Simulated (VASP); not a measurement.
A run of VASP 6.6.1 is set up as follows.

Contents of INCAR:

```
SYSTEM = AlN
PREC = Accurate ; ENCUT = 520
EDIFF = 1E-6 ; ISMEAR = 0
SIGMA = 0.05 ; LREAL = .False.
LASPH = .True. ; NELM = 80
ALGO = Normal ; ISIF = 2
LWAVE = .False. ; LCHARG = .False.
GGA = CA ; NBANDS = 11
```

File KPOINTS:

```
Automatic mesh
0
Gamma
  10 10 10
  0 0 0
```

Contents of POSCAR:

```
AlN
1.0
    0.0000000000      2.1839935596      2.1839935596
    2.1839935596      0.0000000000      2.1839935596
    2.1839935596      2.1839935596      0.0000000000
Al N
1 1
Direct
    0.0198266474      0.0198266474      0.0198266474
    0.7500000000      0.7500000000      0.7500000000
```

Potentials or basis: VASP PAW LDA potentials, release 64 (Al, N).

Run with:

```sh
$ cat potpaw_LDA.64/Al/POTCAR potpaw_LDA.64/N/POTCAR > POTCAR
$ mpirun -np 1 vasp_std > vasp.out
```

**Question.** What does it give for the largest force?

**Answer.** 1.496 eV/Å.

**Question.** Estimate the band gap on the k mesh.

**Answer.** 2.78 eV, indirect (least direct gap 3.74 eV).

Stress tensor (GPa, compression positive):
```
-0.83 -4.01 -4.01
-4.01 -0.83 -4.01
-4.01 -4.01 -0.83
```

Caveat: the cell differs from its parent crystal (all Al atoms moved -0.150 Å, as atom 1 towards its neighbour atom 2 (N) at 1.891 Å); forces of over 1 eV/Å act on the atoms, so gaps and moduli don't describe the material at rest. A k mesh can miss the band edges.
